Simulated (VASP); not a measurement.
Wanted: the native input for a VASP 6.6.1 run.

- Task: relaxation of cell and atoms
- Functional: PBE
- Potentials or basis: VASP PAW PBE potentials, release 64 (Pd, C)
- Cutoff: 600 eV
- k mesh: 16 × 16 × 16
- Occupations: gaussian, width 0.1 eV
- Spin: no spin polarisation
- Dipole correction: no
- Further INCAR settings: ALGO = Normal; EDIFF = 1e-07; IBRION = 2; EDIFFG = -0.01; NSW = 100; ISIF = 3

The structure of PdC3 lies in POSCAR:

```
PdC3
1.0
   -2.0672695413      2.0672695413      2.0672695413
    2.0672695413     -2.0672695413      2.0672695413
    2.0672695413      2.0672695413     -2.0672695413
Pd C
1 3
Direct
    0.0000000000      0.0000000000      0.0000000000
    0.0000000000      0.5000000000      0.5000000000
    0.5000000000      0.0000000000      0.5000000000
    0.5000000000      0.5000000000      0.0000000000
```

The cell was built from a structure type or drawn by symmetry, and may not be a known phase.

The input as run:

INCAR

```
PREC = Accurate ; ENCUT = 600
EDIFF = 1E-7 ; ISMEAR = 0
SIGMA = 0.1 ; LREAL = F
LASPH = T ; NELM = 100
ALGO = Normal ; ISIF = 3
LWAVE = F ; LCHARG = F
GGA = PE ; IBRION = 2
NSW = 100 ; EDIFFG = -0.01
```

KPOINTS

```
Automatic mesh
0
Gamma
  16 16 16
```

Potentials or basis: VASP PAW PBE potentials, release 64 (Pd, C).

Launch:

```console
$ cat potpaw_PBE.64/Pd/POTCAR potpaw_PBE.64/C/POTCAR > POTCAR
$ mpirun -np 1 vasp_std > vasp.out
```

Results of the run:

The pressure after relaxing is 0.1 GPa and the band gap on the k mesh is zero (bands 11 and 12 overlap by 2.89 eV).

Caveat: the relaxation stopped at its first step, so nothing moved.

It took 44 s on 1 thread of Intel(R) Xeon(R) 6975P-C (Granite Rapids) (shared host), peak memory 0.23 GiB.
